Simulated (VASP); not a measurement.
# InP (e600) (F-43m) in VASP: single point with PBEsol

Aim: the single point of InP (e600) with PBEsol.

Program: VASP 6.6.1. These are calculated values, not measurements. Logs are shortened: lines on timing, memory, paths and dates and some standing lists are left out, and cuts for length are marked.

## 1. The cell of the first run

It takes space group F-43m (No. 216, cubic). Conventional cell: a = 5.879 Å, b = 5.879 Å, c = 5.879 Å, α = 90.00°, β = 90.00°, γ = 90.00°. In (site symmetry -43m) has 4 P at 2.55 Å within 3.4 Å. P (site symmetry -43m) has 4 In at 2.55 Å within 3.4 Å.

## 2. Single point, PBEsol

Contents of INCAR:

```
PREC = Accurate
ENCUT = 520
EDIFF = 1E-6
ISMEAR = 0
SIGMA = 0.02
LREAL = F
LASPH = T
NELM = 100
ALGO = Normal
ISIF = 2
LWAVE = F
LCHARG = T
GGA = PS
LELF = T
LVHAR = T
NBANDS = 16
```

Contents of KPOINTS:

```
Automatic mesh
0
Gamma
  10 10 10
```

Contents of POSCAR:

```
InP
1.0
    0.0000000000      2.9395031541      2.9395031541
    2.9395031541      0.0000000000      2.9395031541
    2.9395031541      2.9395031541      0.0000000000
In P
1 1
Direct
    0.0000000000      0.0000000000      0.0000000000
    0.7500000000      0.7500000000      0.7500000000
```

Potentials or basis: VASP PAW PBE potentials, release 64 (In_d, P).

The run is started by

```bash
> cat potpaw_PBE.64/In_d/POTCAR potpaw_PBE.64/P/POTCAR > POTCAR
> mpirun -np 1 vasp_std > vasp.out
```

OUTCAR:

```text
PREC = Accurate
   ENCUT = 520
   EDIFF = 1E-6
   ISMEAR = 0
   LREAL = F
   LASPH = T
   NELM = 100
   ISIF = 2
   GGA = PS

 ion  position               nearest neighbor table
   1  0.000  0.000  0.000-   2 2.55   2 2.55   2 2.55   2 2.55
   2  0.750  0.750  0.750-   1 2.55   1 2.55   1 2.55   1 2.55

  LATTYP: Found a face centered cubic cell.
 ALAT       =     5.8790063082

  Lattice vectors:

 A1 = (   0.0000000000,   2.9395031541,   2.9395031541)
 A2 = (   2.9395031541,   0.0000000000,   2.9395031541)
 A3 = (   2.9395031541,   2.9395031541,   0.0000000000)

Analysis of symmetry for initial positions (statically):
=====================================================================
 Subroutine PRICEL returns:
 Original cell was already a primitive cell.

 Routine SETGRP: Setting up the symmetry group for a
 face centered cubic supercell.

 Subroutine GETGRP returns: Found 24 space group operations
 (whereof 24 operations were pure point group operations)
 out of a pool of 48 trial point group operations.

The static configuration has the point symmetry T_d .

Analysis of symmetry for dynamics (positions and initial velocities):
=====================================================================
 Subroutine PRICEL returns:
 Original cell was already a primitive cell.

 Routine SETGRP: Setting up the symmetry group for a
 face centered cubic supercell.

 Subroutine GETGRP returns: Found 24 space group operations
 (whereof 24 operations were pure point group operations)
 out of a pool of 48 trial point group operations.

The dynamic configuration has the point symmetry T_d .

 Subroutine INISYM returns: Found 24 space group operations
 (whereof 24 operations are pure point group operations),
 and found     1 'primitive' translations

----------------------------------------------------------------------------------------

                                     Primitive cell

  volume of cell :      50.7986

  direct lattice vectors                    reciprocal lattice vectors
     0.000000000  2.939503154  2.939503154    -0.170096773  0.170096773  0.170096773
     2.939503154  0.000000000  2.939503154     0.170096773 -0.170096773  0.170096773
     2.939503154  2.939503154  0.000000000     0.170096773  0.170096773 -0.170096773

  length of vectors
     4.157085227  4.157085227  4.157085227     0.294616253  0.294616253  0.294616253

  position of ions in fractional coordinates (direct lattice)
     0.000000000  0.000000000  0.000000000
     0.750000000  0.750000000  0.750000000

  ion indices of the primitive-cell ions
   primitive index   ion index
                 1           1
                 2           2

----------------------------------------------------------------------------------------

 KPOINTS: Automatic mesh

Automatic generation of k-mesh.
 Grid dimensions read from file:
 generate k-points for:   10   10   10

 Generating k-lattice:

  Cartesian coordinates                     Fractional coordinates (reciprocal lattice)
    -0.017009677  0.017009677  0.017009677     0.100000000  0.000000000  0.000000000
     0.017009677 -0.017009677  0.017009677     0.000000000  0.100000000  0.000000000
     0.017009677  0.017009677 -0.017009677     0.000000000  0.000000000  0.100000000

  Length of vectors
     0.029461625  0.029461625  0.029461625

  Shift w.r.t. Gamma in fractional coordinates (k-lattice)
     0.000000000  0.000000000  0.000000000

 Subroutine IBZKPT returns following result:
 ===========================================

 Found     47 irreducible k-points:

 Following reciprocal coordinates:
            Coordinates               Weight
  0.000000  0.000000  0.000000      1.000000
  0.100000  0.000000  0.000000      8.000000
  0.200000  0.000000  0.000000      8.000000
  0.300000  0.000000  0.000000      8.000000
  0.400000  0.000000  0.000000      8.000000
  0.500000  0.000000  0.000000      4.000000
[... 16 lines left out ...]
  0.300000  0.300000  0.000000      6.000000
  0.400000  0.300000  0.000000     24.000000
 [... further k-points ...]
   k-points           NKPTS =     47   k-points in BZ     NKDIM =     47   number of bands    NBANDS=     16
   number of dos      NEDOS =    301   number of ions     NIONS =      2
   total plane-waves  NPLWV =  32768
   dimension x,y,z NGX =    32 NGY =   32 NGZ =   32
   dimension x,y,z NGXF=    64 NGYF=   64 NGZF=   64
   ions per type =               1   1
   NGX,Y,Z   is equivalent  to a cutoff of  12.80, 12.80, 12.80 a.u.
   NGXF,Y,Z  is equivalent  to a cutoff of  25.59, 25.59, 25.59 a.u.
 SYSTEM =  unknown system
   PREC   = accura    normal or accurate (medium, high low for compatibility)
   ISTART =      0    job   : 0-new  1-cont  2-samecut
   ICHARG =      2    charge: 1-file 2-atom 10-const
   ISPIN  =      1    spin polarized calculation?
   LNONCOLLINEAR =      F non collinear calculations
   LSORBIT =      F    spin-orbit coupling
   LASPH  =      T    aspherical Exc in radial PAW
   ENCUT  =  520.0 eV  38.22 Ry    6.18 a.u.   7.73  7.73  7.73*2*pi/ulx,y,z
   NELM   =    100;   NELMIN=  2; NELMDL= -5     # of ELM steps
   EDIFF  = 0.1E-05   stopping-criterion for ELM
   LREAL  =      F    real-space projection
   EDIFFG = 0.1E-04   stopping-criterion for IOM
   NSW    =      0    number of steps for IOM
   IBRION =     -1    ionic relax: 0-MD 1-quasi-New 2-CG
   NFREE  =      0    steps in history (QN), initial steepest desc. (CG)
   ISIF   =      2    stress and relaxation
   ISYM   =      2    0-nonsym 1-usesym 2-fastsym
   POTIM  = 0.5000    time-step for ionic-motion
   TEBEG  =    0.0;   TEEND  =   0.0 temperature during run
   PSTRESS=    0.0 pullay stress
   NELECT =      18.0000    total number of electrons
   NUPDOWN=      -1.0000    fix difference up-down
   EMIN   =  10.00;   EMAX   =-10.00  energy-range for DOS
   EFERMI =   0.00;   METHOD = LEGACY
   ISMEAR =     0;   SIGMA  =   0.02  broadening in eV -4-tet -1-fermi 0-gaus
   EFERMI_NEDOS =   21; number of points for ismear=-14 and -15
   IALGO  =     38    algorithm
   IMIX   =      4    mixing-type and parameters
     AMIX     =   0.40;   BMIX     =  1.00
     AMIX_MAG =   1.60;   BMIX_MAG =  1.00
  volume/ion in A,a.u.               =      25.40       171.40
  Fermi-wavevector in a.u.,A,eV,Ry     =   1.158462  2.189175 18.259479  1.342034
  Thomas-Fermi vector in A             =   2.295064
   LORBIT       =      0    0 simple, 1 ext, 2 COOP (PROOUT), +10 PAW based schemes
   GGA     = PS    functional components
   LHFCALC =     F    Hartree Fock is set to
   AEXX    =    0.0000 exact exchange contribution
   IVDW    =     0    specifies the selected vdW correction
   LEPSILON=     F    determine dielectric tensor
   LRPA    =     F    only Hartree local field effects (RPA)
 non-spin polarized calculation
 Gauss-broadening in eV      SIGMA  =   0.02
  energy-cutoff  :      520.00
  volume of cell :       50.80
 maximum number of plane-waves:      1387
   NGX = 15   NGY = 15   NGZ = 15

 number of electron      18.0000007 magnetization

 Free energy of the ion-electron system (eV)
  ---------------------------------------------------
  ext. energy  EPLUGINS =         0.00000000
  ---------------------------------------------------
  free energy    TOTEN  =        -9.15673356 eV

  energy without entropy =       -9.15673356  energy(sigma->0) =       -9.15673356

 E-fermi :   5.0951     XC(G=0):  -9.4391

 val. band max:        4.9902044978   @ k =   0.0000   0.0000   0.0000
 cond. band min:       5.5560464379   @ k =   0.0000   0.0000   0.0000
 fundamental gap:      0.5658419401
 Fermi energy:         5.0951249365

 k-point     1 :       0.0000    0.0000    0.0000
  band No.  band energies     occupation
      1      -9.1391      2.00000
      2      -9.1391      2.00000
      3      -9.1391      2.00000
      4      -8.9890      2.00000
      5      -8.9890      2.00000
      6      -6.4946      2.00000
[... 8 lines left out ...]
     15      14.4058      0.00000
     16      14.4058      0.00000

 k-point     2 :       0.1000    0.0000    0.0000
  band No.  band energies     occupation
      1      -9.1514      2.00000
      2      -9.1343      2.00000
      3      -9.1343      2.00000
      4      -8.9890      2.00000
      5      -8.9890      2.00000
      6      -6.3803      2.00000
[... 8 lines left out ...]
     15      13.8914      0.00000
     16      13.8914      0.00000

 k-point     3 :       0.2000    0.0000    0.0000
  band No.  band energies     occupation
      1      -9.1823      2.00000
      2      -9.1225      2.00000
      3      -9.1225      2.00000
      4      -8.9880      2.00000
      5      -8.9880      2.00000
      6      -6.0516      2.00000
[... 8 lines left out ...]
     15      13.4624      0.00000
     16      14.1499      0.00000

 k-point     4 :       0.3000    0.0000    0.0000
  band No.  band energies     occupation
      1      -9.2184      2.00000
      2      -9.1104      2.00000
      3      -9.1104      2.00000
      4      -8.9841      2.00000
      5      -8.9841      2.00000
      6      -5.5593      2.00000
[... 8 lines left out ...]
     15      13.7510      0.00000
     16      13.7510      0.00000

 k-point     5 :       0.4000    0.0000    0.0000
  band No.  band energies     occupation
      1      -9.2463      2.00000
      2      -9.1030      2.00000
      3      -9.1030      2.00000
      4      -8.9785      2.00000
      5      -8.9785      2.00000
      6      -5.0336      2.00000
[... 8 lines left out ...]
     15      14.7194      0.00000
     16      14.7194      0.00000

 k-point     6 :       0.5000    0.0000    0.0000
  band No.  band energies     occupation
      1      -9.2567      2.00000
      2      -9.1008      2.00000
      3      -9.1008      2.00000
      4      -8.9757      2.00000
      5      -8.9757      2.00000
      6      -4.7748      2.00000
[... 8 lines left out ...]
     15      15.5784      0.00000
     16      15.5784      0.00000

 k-point     7 :       0.1000    0.1000    0.0000
  band No.  band energies     occupation
      1      -9.1606      2.00000
      2      -9.1297      2.00000
      3      -9.1297      2.00000
      4      -8.9928      2.00000
      5      -8.9857      2.00000
      6      -6.3424      2.00000
[... 8 lines left out ...]
     15      14.1260      0.00000
     16      14.4977      0.00000

 k-point     8 :       0.2000    0.1000    0.0000
  band No.  band energies     occupation
      1      -9.1861      2.00000
      2      -9.1199      2.00000
      3      -9.1177      2.00000
      4      -8.9960      2.00000
      5      -8.9824      2.00000
      6      -6.0856      2.00000
[... 8 lines left out ...]
     15      14.2742      0.00000
     16      14.9067      0.00000

 k-point     9 :       0.3000    0.1000    0.0000
  band No.  band energies     occupation
      1      -9.2174      2.00000
      2      -9.1096      2.00000
      3      -9.1048      2.00000
      4      -8.9956      2.00000
      5      -8.9783      2.00000
      6      -5.6452      2.00000
[... 8 lines left out ...]
     15      14.3655      0.00000
     16      14.6261      0.00000
[... 172 lines left out ...]
 k-point    19 :       0.5000    0.2000    0.0000
  band No.  band energies     occupation
      1      -9.2695      2.00000
      2      -9.0879      2.00000
      3      -9.0763      2.00000
      4      -8.9994      2.00000
      5      -8.9709      2.00000
      6      -4.6070      2.00000
[... 8 lines left out ...]
     15      15.6625      0.00000
     16      16.2245      0.00000

 k-point    20 :      -0.4000    0.2000    0.0000
  band No.  band energies     occupation
      1      -9.2664      2.00000
      2      -9.0909      2.00000
      3      -9.0789      2.00000
      4      -8.9900      2.00000
      5      -8.9790      2.00000
      6      -4.5323      2.00000
[... 8 lines left out ...]
     15      14.3966      0.00000
     16      15.9911      0.00000

 k-point    21 :      -0.3000    0.2000    0.0000
  band No.  band energies     occupation
      1      -9.2516      2.00000
      2      -9.0949      2.00000
      3      -9.0879      2.00000
      4      -8.9887      2.00000
      5      -8.9833      2.00000
      6      -4.8939      2.00000
[... 8 lines left out ...]
     15      15.1217      0.00000
     16      16.3141      0.00000

 k-point    22 :      -0.2000    0.2000    0.0000
  band No.  band energies     occupation
      1      -9.2286      2.00000
      2      -9.1024      2.00000
      3      -9.1009      2.00000
      4      -8.9938      2.00000
      5      -8.9809      2.00000
      6      -5.3928      2.00000
[... 8 lines left out ...]
     15      15.1400      0.00000
     16      16.1485      0.00000

 k-point    23 :       0.3000    0.3000    0.0000
  band No.  band energies     occupation
      1      -9.2668      2.00000
      2      -9.0728      2.00000
      3      -9.0728      2.00000
      4      -9.0204      2.00000
      5      -8.9663      2.00000
      6      -5.2480      2.00000
[... 8 lines left out ...]
     15      15.1572      0.00000
     16      17.6930      0.00000

 k-point    24 :       0.4000    0.3000    0.0000
  band No.  band energies     occupation
      1      -9.2861      2.00000
      2      -9.0638      2.00000
      3      -9.0604      2.00000
      4      -9.0239      2.00000
      5      -8.9628      2.00000
      6      -4.8297      2.00000
[... 8 lines left out ...]
     15      15.5779      0.00000
     16      17.5742      0.00000

 [... further k-points ...]
[... 5 lines left out ...]
  --------------------------------------------------------------------------------------
  -------------------------------------------------------------------------------------
  Total       -0.0116706     -0.0116706     -0.0116706      0.0000000      0.0000000     -0.0000000
  in kB       -0.3680882     -0.3680882     -0.3680882      0.0000000      0.0000000     -0.0000000
  external PRESSURE =      -0.3680882 kB  Pullay stress =       0.0000000 kB

 VOLUME and BASIS-vectors are now :
 -----------------------------------------------------------------------------
  energy-cutoff  :      520.00
  volume of cell :       50.80
      direct lattice vectors                 reciprocal lattice vectors
     0.000000000  2.939503154  2.939503154    -0.170096773  0.170096773  0.170096773
     2.939503154  0.000000000  2.939503154     0.170096773 -0.170096773  0.170096773
     2.939503154  2.939503154  0.000000000     0.170096773  0.170096773 -0.170096773

 POSITION                                       TOTAL-FORCE (eV/Angst)
 -----------------------------------------------------------------------------------
      0.00000      0.00000      0.00000         0.000000      0.000000      0.000000
      4.40925      4.40925      4.40925        -0.000000     -0.000000     -0.000000
 -----------------------------------------------------------------------------------
    total drift:                                0.000000      0.000000      0.000000

  FREE ENERGIE OF THE ION-ELECTRON SYSTEM (eV)
  ---------------------------------------------------
  free  energy   TOTEN  =        -9.1567335555 eV

  energy  without entropy=       -9.1567335555  energy(sigma->0) =       -9.15673356
```

Wall time 18 s (1 thread of AMD EPYC 9R45 (Zen 5), shared host); peak memory 0.16 GiB.

Results:

* Free energy: -9.1567 eV
* Pressure: 0.0 GPa
* Band gap on the k mesh: 0.57 eV, direct

Levels at points of the mesh, in eV from the valence-band top:
| k point | band 6 | band 7 | band 8 | band 9 | band 10 | band 11 | band 12 | band 13 |
| --- | --- | --- | --- | --- | --- | --- | --- | --- |
| (0.00, 0.00, 0.00) | -11.48 | 0.00 | 0.00 | 0.00 | 0.57 | 4.02 | 4.02 | 4.02 |
| (0.50, 0.00, 0.00) | -9.77 | -5.75 | -0.97 | -0.97 | 1.38 | 4.74 | 4.74 | 6.93 |
| (0.50, 0.50, 0.00) | -9.11 | -5.78 | -2.32 | -2.32 | 1.65 | 2.17 | 9.04 | 9.47 |

Caveat: the PAW data sets were made with another functional, which shifts forces and pressure a little; spin-orbit coupling is left out, which moves the levels of the heavy elements.
